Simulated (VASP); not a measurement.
# Mo (Im-3m) in VASP: further runs, part 2 of 2

VASP 6.6.1.

### 3 Single point, r2SCAN (strain -0.015 along x and y, -0.015 along z)

Input file POSCAR:

```
Mo
1.0
   -1.5474350000      1.5474350000      1.5474350000
    1.5474350000     -1.5474350000      1.5474350000
    1.5474350000      1.5474350000     -1.5474350000
Mo
1
Direct
    0.0000000000      0.0000000000      0.0000000000
```

Input file INCAR.step1:

```
ALGO = Normal ; EDIFF = 1E-4
ENCUT = 520 ; GGA = PE
ISMEAR = 0 ; LASPH = T
LCHARG = F ; LREAL = F
LWAVE = T ; NBANDS = 13
NELM = 100 ; PREC = Accurate
SIGMA = 0.15
```

Input file INCAR.step2:

```
ALGO = Normal ; EDIFF = 1E-6
ENCUT = 520 ; ISIF = 2
ISMEAR = 0 ; ISTART = 1
LASPH = T ; LCHARG = T
LELF = T ; LMIXTAU = T
LREAL = F ; LVHAR = T
LWAVE = F ; METAGGA = R2SCAN
NBANDS = 13 ; NELM = 100
PREC = Accurate ; SIGMA = 0.15
```

Input file KPOINTS:

```
k-points
0
Gamma
  22 22 22
```

Potentials or basis: VASP PAW PBE potentials, release 64 (Mo_sv).

Run with:

```bash
cat potpaw_PBE.64/Mo_sv/POTCAR > POTCAR
cp INCAR.step1 INCAR
mpirun -np 1 vasp_std > vasp.out
cp INCAR.step2 INCAR
mpirun -np 1 vasp_std > vasp.out
```

OUTCAR:

```text
EDIFF = 1E-6
   ENCUT = 520
   ISIF = 2
   ISMEAR = 0
   ISTART = 1
   LASPH = T
   LREAL = F
   METAGGA = R2SCAN
   NELM = 100
   PREC = Accurate

 ion  position               nearest neighbor table
   1  0.000  0.000  0.000-

  LATTYP: Found a body centered cubic cell.
 ALAT       =     3.0948700000

  Lattice vectors:

 A1 = (  -1.5474350000,   1.5474350000,   1.5474350000)
 A2 = (   1.5474350000,  -1.5474350000,   1.5474350000)
 A3 = (   1.5474350000,   1.5474350000,  -1.5474350000)

Analysis of symmetry for initial positions (statically):
=====================================================================
 Subroutine PRICEL returns:
 Original cell was already a primitive cell.

 Routine SETGRP: Setting up the symmetry group for a
 body centered cubic supercell.

 Subroutine GETGRP returns: Found 48 space group operations
 (whereof 48 operations were pure point group operations)
 out of a pool of 48 trial point group operations.

The static configuration has the point symmetry O_h .

Analysis of symmetry for dynamics (positions and initial velocities):
=====================================================================
 Subroutine PRICEL returns:
 Original cell was already a primitive cell.

 Routine SETGRP: Setting up the symmetry group for a
 body centered cubic supercell.

 Subroutine GETGRP returns: Found 48 space group operations
 (whereof 48 operations were pure point group operations)
 out of a pool of 48 trial point group operations.

The dynamic configuration has the point symmetry O_h .

 Subroutine INISYM returns: Found 48 space group operations
 (whereof 48 operations are pure point group operations),
 and found     1 'primitive' translations

----------------------------------------------------------------------------------------

                                     Primitive cell

  volume of cell :      14.8217
[... 107 lines left out ...]
     AMIX_MAG =   1.60;   BMIX_MAG =  1.00
  volume/ion in A,a.u.               =      14.82       100.02
  Fermi-wavevector in a.u.,A,eV,Ry     =   1.606270  3.035409 35.104418  2.580102
  Thomas-Fermi vector in A             =   2.702484
   LORBIT       =      0    0 simple, 1 ext, 2 COOP (PROOUT), +10 PAW based schemes
   METAGGA = R2SCAN    functional components
   LHFCALC =     F    Hartree Fock is set to
   AEXX    =    0.0000 exact exchange contribution
   IVDW    =     0    specifies the selected vdW correction
   LEPSILON=     F    determine dielectric tensor
   LRPA    =     F    only Hartree local field effects (RPA)
 non-spin polarized calculation
 Gauss-broadening in eV      SIGMA  =   0.15
  energy-cutoff  :      520.00
  volume of cell :       14.82
 maximum number of plane-waves:       418
   NGX =  9   NGY =  9   NGZ =  9

 number of electron      13.9999997 magnetization

 Free energy of the ion-electron system (eV)
  ---------------------------------------------------
  ext. energy  EPLUGINS =         0.00000000
  ---------------------------------------------------
  free energy    TOTEN  =       -26.03421352 eV

  energy without entropy =      -26.02761247  energy(sigma->0) =      -26.03091300

 E-fermi :  13.4337     XC(G=0): -14.9773

 val. band max:       13.4135342425   @ k =  -0.3182   0.3182   0.1818
 cond. band min:      13.4379582481   @ k =  -0.3182   0.3182   0.2727
 fundamental gap:      0.0244240056
 Fermi energy:        13.4336919220

 k-point     1 :       0.0000    0.0000    0.0000
  band No.  band energies     occupation
      1     -49.8085      2.00000
      2     -22.1374      2.00000
      3     -22.1374      2.00000
      4     -22.1374      2.00000
      5       5.6074      2.00000
      6      11.8995      2.00000
      7      11.8995      2.00000
      8      11.8995      2.00000
      9      15.4344      0.00000
     10      15.4344      0.00000
     11      28.9952      0.00000
     12      28.9952      0.00000
     13      28.9952      0.00000
[... 354 lines left out ...]
  band No.  band energies     occupation
      1     -49.6877      2.00000
      2     -22.7632      2.00000
      3     -22.2999      2.00000
      4     -22.1871      2.00000
      5       7.2705      2.00000
      6      11.1123      2.00000
      7      11.3414      2.00000
      8      13.8015      0.00053
      9      14.4990      0.00000
     10      15.6729      0.00000
     11      30.1028      0.00000
     12      31.0161      0.00000
     13      31.6237      0.00000

 [... further k-points ...]
[... 5 lines left out ...]
  --------------------------------------------------------------------------------------
  -------------------------------------------------------------------------------------
  Total        1.6361660      1.6361660      1.6361660      0.0000000     -0.0000000      0.0000000
  in kB      176.8645186    176.8645186    176.8645186      0.0000000     -0.0000000      0.0000000
  external PRESSURE =     176.8645186 kB  Pullay stress =       0.0000000 kB

 VOLUME and BASIS-vectors are now :
 -----------------------------------------------------------------------------
  energy-cutoff  :      520.00
  volume of cell :       14.82
      direct lattice vectors                 reciprocal lattice vectors
    -1.547435000  1.547435000  1.547435000     0.000000000  0.323115349  0.323115349
     1.547435000 -1.547435000  1.547435000     0.323115349  0.000000000  0.323115349
     1.547435000  1.547435000 -1.547435000     0.323115349  0.323115349  0.000000000

 POSITION                                       TOTAL-FORCE (eV/Angst)
 -----------------------------------------------------------------------------------
      0.00000      0.00000      0.00000        -0.000000      0.000000      0.000000
 -----------------------------------------------------------------------------------
    total drift:                                0.000000     -0.000000      0.000000

  FREE ENERGIE OF THE ION-ELECTRON SYSTEM (eV)
  ---------------------------------------------------
  free  energy   TOTEN  =       -26.0342135231 eV

  energy  without entropy=      -26.0276124717  energy(sigma->0) =      -26.03091300
```

Run time: 2.6 min. Hardware: 1 thread of Intel Xeon Platinum 8559C (Emerald Rapids), shared host; peak memory 0.17 GiB.

What came out:

```yaml
Free_energy: -26.0342 eV
Pressure: 17.7 GPa
Band_gap_on_the_k_mesh: zero (band 7 reaches 17.89 eV, above the bottom of band 8 at 11.90 eV)
```

Levels at points of the mesh, in eV from the Fermi level:
| k point | band 3 | band 4 | band 5 | band 6 | band 7 | band 8 | band 9 | band 10 | band 11 | band 12 |
| --- | --- | --- | --- | --- | --- | --- | --- | --- | --- | --- |
| (0.00, 0.00, 0.00) | -35.57 | -35.57 | -7.83 | -1.53 | -1.53 | -1.53 | 2.00 | 2.00 | 15.56 | 15.56 |
| (0.50, 0.00, 0.00) | -36.13 | -35.59 | -5.94 | -3.86 | 1.82 | 2.02 | 2.76 | 5.32 | 12.61 | 13.12 |
| (0.50, 0.50, 0.50) | -36.78 | -36.78 | -6.10 | -6.10 | 4.46 | 4.46 | 4.46 | 9.93 | 9.93 | 9.93 |

Caveat: the cell differs from its parent crystal (strain -0.015 along x and y, -0.015 along z); the PAW data sets were made with another functional, which shifts forces and pressure a little.

### 4 Single point, r2SCAN (strain +0.015 along x and y, +0.015 along z)

Input file POSCAR:

```
Mo
1.0
   -1.5945650000      1.5945650000      1.5945650000
    1.5945650000     -1.5945650000      1.5945650000
    1.5945650000      1.5945650000     -1.5945650000
Mo
1
Direct
    0.0000000000      0.0000000000      0.0000000000
```

Changes to INCAR.step1 since step 3:

```diff
@@ -5,3 +5,3 @@
 LWAVE = T ; NBANDS = 13
-NELM = 100 ; PREC = Accurate
+NELM = 80 ; PREC = Accurate
 SIGMA = 0.15
```

Changes to INCAR.step2 since step 3:

```diff
@@ -7,3 +7,3 @@
 LWAVE = F ; METAGGA = R2SCAN
-NBANDS = 13 ; NELM = 100
+NBANDS = 13 ; NELM = 80
 PREC = Accurate ; SIGMA = 0.15
```

KPOINTS is that of step 3.

Potentials or basis: VASP PAW PBE potentials, release 64 (Mo_sv).

Run with:

```bash
cat potpaw_PBE.64/Mo_sv/POTCAR > POTCAR
cp INCAR.step1 INCAR
mpirun -np 1 vasp_std > vasp.out
cp INCAR.step2 INCAR
mpirun -np 1 vasp_std > vasp.out
```

OUTCAR:

```text
EDIFF = 1E-6
   ENCUT = 520
   ISIF = 2
   ISMEAR = 0
   ISTART = 1
   LASPH = T
   LREAL = F
   METAGGA = R2SCAN
   NELM = 80
   PREC = Accurate

 ion  position               nearest neighbor table
   1  0.000  0.000  0.000-

  LATTYP: Found a body centered cubic cell.
 ALAT       =     3.1891300000

  Lattice vectors:

 A1 = (  -1.5945650000,   1.5945650000,   1.5945650000)
 A2 = (   1.5945650000,  -1.5945650000,   1.5945650000)
 A3 = (   1.5945650000,   1.5945650000,  -1.5945650000)

[... 554 lines left out ...]
      5       5.9615      2.00000
      6       9.9181      2.00000
      7      10.1213      2.00000
      8      12.2832      0.00165
      9      13.0044      0.00000
     10      14.0128      0.00000
     11      28.2457      0.00000
     12      28.8949      0.00000
     13      29.5939      0.00000

 [... further k-points ...]
[... 5 lines left out ...]
  --------------------------------------------------------------------------------------
  -------------------------------------------------------------------------------------
  Total       -0.8220703     -0.8220703     -0.8220703     -0.0000000      0.0000000      0.0000000
  in kB      -81.2143668    -81.2143668    -81.2143668     -0.0000000      0.0000000      0.0000000
  external PRESSURE =     -81.2143668 kB  Pullay stress =       0.0000000 kB

 VOLUME and BASIS-vectors are now :
 -----------------------------------------------------------------------------
  energy-cutoff  :      520.00
  volume of cell :       16.22
      direct lattice vectors                 reciprocal lattice vectors
    -1.594565000  1.594565000  1.594565000     0.000000000  0.313565142  0.313565142
     1.594565000 -1.594565000  1.594565000     0.313565142  0.000000000  0.313565142
     1.594565000  1.594565000 -1.594565000     0.313565142  0.313565142  0.000000000

 POSITION                                       TOTAL-FORCE (eV/Angst)
 -----------------------------------------------------------------------------------
      0.00000      0.00000      0.00000        -0.000000     -0.000000     -0.000000
 -----------------------------------------------------------------------------------
    total drift:                                0.000000      0.000000     -0.000000

  FREE ENERGIE OF THE ION-ELECTRON SYSTEM (eV)
  ---------------------------------------------------
  free  energy   TOTEN  =       -26.0677652987 eV

  energy  without entropy=      -26.0612257680  energy(sigma->0) =      -26.06449553
```

OSZICAR.step1:

```text
N       E                     dE             d eps       ncg     rms          rms(c)
DAV:   1     0.919964064488E+02    0.91996E+02   -0.79687E+03  8613   0.110E+03
DAV:   2    -0.104622474796E+02   -0.10246E+03   -0.98502E+02  9938   0.309E+02
DAV:   3    -0.116186441612E+02   -0.11564E+01   -0.11530E+01  9468   0.328E+01
DAV:   4    -0.116213059527E+02   -0.26618E-02   -0.26617E-02  9658   0.192E+00
DAV:   5    -0.116213241200E+02   -0.18167E-04   -0.18166E-04  9401   0.140E-01    0.135E+01
DAV:   6    -0.110127908767E+02    0.60853E+00   -0.77356E-01  8773   0.107E+01    0.344E+00
DAV:   7    -0.109339275940E+02    0.78863E-01   -0.14342E-01  9468   0.437E+00    0.102E+00
DAV:   8    -0.109302956108E+02    0.36320E-02   -0.43018E-03  8848   0.834E-01    0.194E-01
DAV:   9    -0.109303609791E+02   -0.65368E-04   -0.12961E-04  9026   0.142E-01
   1 F= -.10930361E+02 E0= -.10926491E+02  d E =-.774001E-02
```

Run time: 2 min. Hardware: 1 thread of Intel Xeon Platinum 8559C (Emerald Rapids), shared host; peak memory 0.19 GiB.

Results:

```
Free energy            : -26.0678 eV
Pressure               : -8.1 GPa
Band gap on the k mesh : zero (band 7 reaches 15.89 eV, above the bottom of band 8 at 10.61 eV)
```

Caveat: the cell differs from its parent crystal (strain +0.015 along x and y, +0.015 along z); the PAW data sets were made with another functional, which shifts forces and pressure a little.

### 5 Summary

| cell | gap on the mesh (eV) | pressure (GPa) |
| --- | --- | --- |
| a = 2.639 Å, angles 109.5°, 1 atom | none | 34.8 |
| a = 2.680 Å, angles 109.5°, 1 atom | none | 17.7 |
| a = 2.762 Å, angles 109.5°, 1 atom | none | -8.1 |

Alike in all rows: task single point; level r2SCAN; potentials or basis VASP PAW PBE potentials, release 64 (Mo_sv); no spin polarisation; k mesh 22 × 22 × 22; cutoff (eV) 520; smearing gaussian 0.15 eV.

Caveats: the PAW data sets were made with another functional, which shifts forces and pressure a little.

Total energies depend on the potentials used, so only differences within one code and one set of settings carry meaning.
